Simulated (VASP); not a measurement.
# HfN (Cmcm) in VASP: further runs

HfN is run at these levels: PBEsol; tasks: single point.

All numbers are computed with VASP 6.6.1; they aren't measurements. Logs are shortened: lines on timing, memory, paths and dates and some standing lists are left out, and cuts for length are marked.

## Step 1: The cell of the first run

Symmetry: Cmcm, No. 63, orthorhombic system. The conventional cell has a = 4.502 Å, b = 4.502 Å, c = 4.502 Å, α = 90.00°, β = 90.00°, γ = 90.00°. Hf (site symmetry m2m) has 6 N at 2.24 to 2.26 Å within 3.0 Å. Within 3.0 Å of N (site symmetry m2m) lie 6 Hf at 2.24 to 2.26 Å.

## Step 2: Single point, PBEsol (atoms displaced along several vibrational modes)

INCAR

```
PREC = Accurate
ENCUT = 520
EDIFF = 1E-7
ISMEAR = 0
SIGMA = 0.15
LREAL = F
LASPH = T
NELM = 100
ALGO = Normal
ISIF = 2
LWAVE = F
LCHARG = F
GGA = PS
NBANDS = 23
```

KPOINTS

```
Automatic mesh
0
Gamma
  14 14 10
```

POSCAR

```
HfN
1.0
    0.0000000000     -2.2508000098     -2.2508000098
    0.0000000000      2.2508000098     -2.2508000098
    4.5016000196      0.0000000000      0.0000000000
Hf N
2 2
Direct
    0.5047316509      0.4952683491      0.5000000000
   -0.0047316509      0.0047316509      0.0000000000
    0.4974175297      0.5025824703      0.0000000000
    0.0025824703     -0.0025824703      0.5000000000
```

Potentials or basis: VASP PAW PBE potentials, release 64 (Hf_pv, N).

Launch:

```console
$ cat potpaw_PBE.64/Hf_pv/POTCAR potpaw_PBE.64/N/POTCAR > POTCAR
$ mpirun -np 1 vasp_std > vasp.out
```

OUTCAR:

```text
PREC = Accurate
   ENCUT = 520
   EDIFF = 1E-7
   ISMEAR = 0
   LREAL = F
   LASPH = T
   NELM = 100
   ISIF = 2
   GGA = PS

 ion  position               nearest neighbor table
   1  0.505  0.495  0.500-   4 2.24   4 2.25   4 2.25   3 2.25   3 2.25   4 2.26   2 3.15   2 3.15
                             2 3.18   2 3.18   2 3.18   2 3.18   2 3.21   2 3.21
   2  0.995  0.005  0.000-   3 2.24   3 2.25   3 2.25   4 2.25   4 2.25   3 2.26   1 3.15   1 3.15
                             1 3.18   1 3.18   1 3.18   1 3.18   1 3.21   1 3.21
   3  0.497  0.503  0.000-   2 2.24   2 2.25   2 2.25   1 2.25   1 2.25   2 2.26
   4  0.003  0.997  0.500-   1 2.24   1 2.25   1 2.25   2 2.25   2 2.25   1 2.26

  LATTYP: Found a simple tetragonal cell.
 ALAT       =     3.1831119000
 C/A-ratio  =     1.4142135624

  Lattice vectors:

 A1 = (   0.0000000000,  -2.2508000098,  -2.2508000098)
 A2 = (   0.0000000000,   2.2508000098,  -2.2508000098)
 A3 = (   4.5016000196,   0.0000000000,   0.0000000000)

Analysis of symmetry for initial positions (statically):
=====================================================================
 Subroutine PRICEL returns:
 Original cell was already a primitive cell.

 Routine SETGRP: Setting up the symmetry group for a
 simple tetragonal supercell.

 Subroutine GETGRP returns: Found  8 space group operations
 (whereof  4 operations were pure point group operations)
 out of a pool of 16 trial point group operations.

The static configuration has the point symmetry C_2v.
 The point group associated with its full space group is D_2h.

Analysis of symmetry for dynamics (positions and initial velocities):
=====================================================================
 Subroutine PRICEL returns:
 Original cell was already a primitive cell.

 Routine SETGRP: Setting up the symmetry group for a
 simple tetragonal supercell.

 Subroutine GETGRP returns: Found  8 space group operations
 (whereof  4 operations were pure point group operations)
 out of a pool of 16 trial point group operations.

The dynamic configuration has the point symmetry C_2v.
 The point group associated with its full space group is D_2h.

 Subroutine INISYM returns: Found  8 space group operations
 (whereof  4 operations are pure point group operations),
 and found     1 'primitive' translations

----------------------------------------------------------------------------------------

                                     Primitive cell

  volume of cell :      45.6111

  direct lattice vectors                    reciprocal lattice vectors
     0.000000000 -2.250800010 -2.250800010     0.000000000 -0.222143237 -0.222143237
     0.000000000  2.250800010 -2.250800010     0.000000000  0.222143237 -0.222143237
     4.501600020  0.000000000  0.000000000     0.222143237  0.000000000  0.000000000

  length of vectors
     3.183111900  3.183111900  4.501600020     0.314157979  0.314157979  0.222143237

  position of ions in fractional coordinates (direct lattice)
     0.504731651  0.495268349  0.500000000
     0.995268349  0.004731651  0.000000000
     0.497417530  0.502582470  0.000000000
     0.002582470  0.997417530  0.500000000

  ion indices of the primitive-cell ions
   primitive index   ion index
                 1           1
                 2           2
                 3           3
                 4           4

----------------------------------------------------------------------------------------

 KPOINTS: Automatic mesh

Automatic generation of k-mesh.
 Grid dimensions read from file:
 generate k-points for:   14   14   10

 Generating k-lattice:

  Cartesian coordinates                     Fractional coordinates (reciprocal lattice)
     0.000000000 -0.015867374 -0.015867374     0.071428571  0.000000000  0.000000000
     0.000000000  0.015867374 -0.015867374     0.000000000  0.071428571  0.000000000
     0.022214324  0.000000000  0.000000000     0.000000000  0.000000000  0.100000000

  Length of vectors
     0.022439856  0.022439856  0.022214324

  Shift w.r.t. Gamma in fractional coordinates (k-lattice)
     0.000000000  0.000000000  0.000000000

 Subroutine IBZKPT returns following result:
 ===========================================

 Found    342 irreducible k-points:

 Following reciprocal coordinates:
            Coordinates               Weight
  0.000000  0.000000  0.000000      1.000000
  0.071429  0.000000  0.000000      4.000000
  0.142857  0.000000  0.000000      4.000000
  0.214286  0.000000  0.000000      4.000000
  0.285714  0.000000  0.000000      4.000000
  0.357143  0.000000  0.000000      4.000000
[... 16 lines left out ...]
 -0.142857  0.142857  0.000000      2.000000
  0.214286  0.142857  0.000000      4.000000
 [... further k-points ...]
   k-points           NKPTS =    342   k-points in BZ     NKDIM =    342   number of bands    NBANDS=     23
   number of dos      NEDOS =    301   number of ions     NIONS =      4
   total plane-waves  NPLWV =  20736
   dimension x,y,z NGX =    24 NGY =   24 NGZ =   36
   dimension x,y,z NGXF=    48 NGYF=   48 NGZF=   72
   ions per type =               2   2
   NGX,Y,Z   is equivalent  to a cutoff of  12.53, 12.53, 13.29 a.u.
   NGXF,Y,Z  is equivalent  to a cutoff of  25.07, 25.07, 26.59 a.u.
 SYSTEM =  unknown system
   PREC   = accura    normal or accurate (medium, high low for compatibility)
   ISTART =      0    job   : 0-new  1-cont  2-samecut
   ICHARG =      2    charge: 1-file 2-atom 10-const
   ISPIN  =      1    spin polarized calculation?
   LNONCOLLINEAR =      F non collinear calculations
   LSORBIT =      F    spin-orbit coupling
   LASPH  =      T    aspherical Exc in radial PAW
   ENCUT  =  520.0 eV  38.22 Ry    6.18 a.u.   5.92  5.92  8.37*2*pi/ulx,y,z
   NELM   =    100;   NELMIN=  2; NELMDL= -5     # of ELM steps
   EDIFF  = 0.1E-06   stopping-criterion for ELM
   LREAL  =      F    real-space projection
   EDIFFG = 0.1E-05   stopping-criterion for IOM
   NSW    =      0    number of steps for IOM
   IBRION =     -1    ionic relax: 0-MD 1-quasi-New 2-CG
   NFREE  =      0    steps in history (QN), initial steepest desc. (CG)
   ISIF   =      2    stress and relaxation
   ISYM   =      2    0-nonsym 1-usesym 2-fastsym
   POTIM  = 0.5000    time-step for ionic-motion
   TEBEG  =    0.0;   TEEND  =   0.0 temperature during run
   PSTRESS=    0.0 pullay stress
   NELECT =      30.0000    total number of electrons
   NUPDOWN=      -1.0000    fix difference up-down
   EMIN   =  10.00;   EMAX   =-10.00  energy-range for DOS
   EFERMI =   0.00;   METHOD = LEGACY
   ISMEAR =     0;   SIGMA  =   0.15  broadening in eV -4-tet -1-fermi 0-gaus
   EFERMI_NEDOS =   21; number of points for ismear=-14 and -15
   IALGO  =     38    algorithm
   IMIX   =      4    mixing-type and parameters
     AMIX     =   0.40;   BMIX     =  1.00
     AMIX_MAG =   1.60;   BMIX_MAG =  1.00
  volume/ion in A,a.u.               =      11.40        76.95
  Fermi-wavevector in a.u.,A,eV,Ry     =   1.423721  2.690443 27.578773  2.026983
  Thomas-Fermi vector in A             =   2.544289
   LORBIT       =      0    0 simple, 1 ext, 2 COOP (PROOUT), +10 PAW based schemes
   GGA     = PS    functional components
   LHFCALC =     F    Hartree Fock is set to
   AEXX    =    0.0000 exact exchange contribution
   IVDW    =     0    specifies the selected vdW correction
   LEPSILON=     F    determine dielectric tensor
   LRPA    =     F    only Hartree local field effects (RPA)
 non-spin polarized calculation
 Gauss-broadening in eV      SIGMA  =   0.15
  energy-cutoff  :      520.00
  volume of cell :       45.61
 maximum number of plane-waves:      1272
   NGX = 11   NGY = 11   NGZ = 17

 number of electron      29.9999996 magnetization

 Free energy of the ion-electron system (eV)
  ---------------------------------------------------
  ext. energy  EPLUGINS =         0.00000000
  ---------------------------------------------------
  free energy    TOTEN  =       -45.98176201 eV

  energy without entropy =      -45.96691110  energy(sigma->0) =      -45.97433655

 E-fermi :   8.2944     XC(G=0): -12.9510

 val. band max:        8.2887552952   @ k =   0.5000   0.4286   0.4000
 cond. band min:       8.3000603808   @ k =   0.2143   0.2143   0.3000
 fundamental gap:      0.0113050856
 Fermi energy:         8.2944214502

 k-point     1 :       0.0000    0.0000    0.0000
  band No.  band energies     occupation
      1     -23.5566      2.00000
      2     -23.0449      2.00000
      3     -23.0444      2.00000
      4     -22.7209      2.00000
      5     -22.7203      2.00000
      6     -22.7201      2.00000
[... 15 lines left out ...]
     22      12.4459      0.00000
     23      13.9252      0.00000

 k-point     2 :       0.0714    0.0000    0.0000
  band No.  band energies     occupation
      1     -23.5443      2.00000
      2     -23.0690      2.00000
      3     -23.0373      2.00000
      4     -22.7550      2.00000
      5     -22.7286      2.00000
      6     -22.7210      2.00000
[... 15 lines left out ...]
     22      12.7204      0.00000
     23      13.8824      0.00000

 k-point     3 :       0.1429    0.0000    0.0000
  band No.  band energies     occupation
      1     -23.5083      2.00000
      2     -23.1362      2.00000
      3     -23.0161      2.00000
      4     -22.8510      2.00000
      5     -22.7534      2.00000
      6     -22.7230      2.00000
[... 15 lines left out ...]
     22      13.1950      0.00000
     23      13.4619      0.00000

 k-point     4 :       0.2143    0.0000    0.0000
  band No.  band energies     occupation
      1     -23.4510      2.00000
      2     -23.2296      2.00000
      3     -22.9922      2.00000
      4     -22.9791      2.00000
      5     -22.7945      2.00000
      6     -22.7280      2.00000
[... 15 lines left out ...]
     22      12.8508      0.00000
     23      13.1036      0.00000

 k-point     5 :       0.2857    0.0000    0.0000
  band No.  band energies     occupation
      1     -23.3763      2.00000
      2     -23.3273      2.00000
      3     -23.1401      2.00000
      4     -22.9419      2.00000
      5     -22.8511      2.00000
      6     -22.7378      2.00000
[... 15 lines left out ...]
     22      13.6308      0.00000
     23      14.1895      0.00000

 k-point     6 :       0.3571    0.0000    0.0000
  band No.  band energies     occupation
      1     -23.4069      2.00000
      2     -23.2893      2.00000
      3     -23.2794      2.00000
      4     -22.9219      2.00000
      5     -22.8974      2.00000
      6     -22.7543      2.00000
[... 15 lines left out ...]
     22      13.8081      0.00000
     23      14.5188      0.00000

 k-point     7 :       0.4286    0.0000    0.0000
  band No.  band energies     occupation
      1     -23.4497      2.00000
      2     -23.3851      2.00000
      3     -23.1961      2.00000
      4     -23.0037      2.00000
      5     -22.8536      2.00000
      6     -22.7786      2.00000
[... 353 lines left out ...]
     22      13.2869      0.00000
     23      14.9697      0.00000

 k-point    21 :       0.5000    0.0714    0.0000
  band No.  band energies     occupation
      1     -23.4449      2.00000
      2     -23.4397      2.00000
      3     -23.1167      2.00000
      4     -23.0739      2.00000
      5     -22.8408      2.00000
      6     -22.8235      2.00000
[... 15 lines left out ...]
     22      12.8601      0.00000
     23      16.1432      0.00000

 k-point    22 :       0.1429    0.1429    0.0000
  band No.  band energies     occupation
      1     -23.4635      2.00000
      2     -23.1440      2.00000
      3     -23.0695      2.00000
      4     -22.9150      2.00000
      5     -22.7821      2.00000
      6     -22.7818      2.00000
[... 15 lines left out ...]
     22      13.4455      0.00000
     23      13.7222      0.00000

 k-point    23 :      -0.1429    0.1429    0.0000
  band No.  band energies     occupation
      1     -23.4635      2.00000
      2     -23.1436      2.00000
      3     -23.0702      2.00000
      4     -22.9139      2.00000
      5     -22.7826      2.00000
      6     -22.7821      2.00000
[... 15 lines left out ...]
     22      13.4473      0.00000
     23      13.7261      0.00000

 k-point    24 :       0.2143    0.1429    0.0000
  band No.  band energies     occupation
      1     -23.4106      2.00000
      2     -23.2205      2.00000
      3     -23.0524      2.00000
      4     -23.0268      2.00000
      5     -22.8179      2.00000
      6     -22.8010      2.00000
[... 15 lines left out ...]
     22      13.8452      0.00000
     23      13.8533      0.00000

 [... further k-points ...]

------------------------ aborting loop because EDIFF is reached ----------------------------------------

  FORCE on cell =-STRESS in cart. coord.  units (eV):
  Direction    XX          YY          ZZ          XY          YZ          ZX
  --------------------------------------------------------------------------------------
  -------------------------------------------------------------------------------------
  Total       -0.7429562     -0.5202129     -0.5477783      0.0000000      0.0000000      0.0000000
  in kB      -26.0977513    -18.2734700    -19.2417538      0.0000000      0.0000000      0.0000000
  external PRESSURE =     -21.2043250 kB  Pullay stress =       0.0000000 kB

 VOLUME and BASIS-vectors are now :
 -----------------------------------------------------------------------------
  energy-cutoff  :      520.00
  volume of cell :       45.61
      direct lattice vectors                 reciprocal lattice vectors
     0.000000000 -2.250800010 -2.250800010     0.000000000 -0.222143237 -0.222143237
     0.000000000  2.250800010 -2.250800010     0.000000000  0.222143237 -0.222143237
     4.501600020  0.000000000  0.000000000     0.222143237  0.000000000  0.000000000

 POSITION                                       TOTAL-FORCE (eV/Angst)
 -----------------------------------------------------------------------------------
      2.25080     -0.02130     -2.25080         0.000000      0.302716      0.000000
      0.00000     -2.22950     -2.25080         0.000000     -0.302716      0.000000
      0.00000      0.01163     -2.25080         0.000000     -0.016383      0.000000
      2.25080      2.23917     -2.25080         0.000000      0.016383      0.000000
 -----------------------------------------------------------------------------------
    total drift:                                0.000000     -0.000000      0.000000

  FREE ENERGIE OF THE ION-ELECTRON SYSTEM (eV)
  ---------------------------------------------------
  free  energy   TOTEN  =       -45.9817620072 eV

  energy  without entropy=      -45.9669110969  energy(sigma->0) =      -45.97433655
```

Wall time 5 min (1 thread of Intel Xeon 8259CL, shared host); peak memory 0.41 GiB.

Results:

```
Free energy            : -45.9818 eV
Pressure               : -2.1 GPa
Largest force          : 0.303 eV/Å
Band gap on the k mesh : zero (bands 15 and 16 overlap by 6.97 eV)
```

Forces on the atoms (eV/Å):
```
Hf   0.000  0.303  0.000
Hf   0.000 -0.303  0.000
N    0.000 -0.016  0.000
N    0.000  0.016  0.000
```

Stress tensor (GPa, compression positive):
```
-2.61  0.00  0.00
 0.00 -1.83  0.00
 0.00  0.00 -1.92
```

Caveat: the cell differs from its parent crystal (atoms displaced along several vibrational modes); the PAW data sets were made with another functional, which shifts forces and pressure a little; spin-orbit coupling is left out, which moves the levels of the heavy elements.

[end of part 1 of 2]
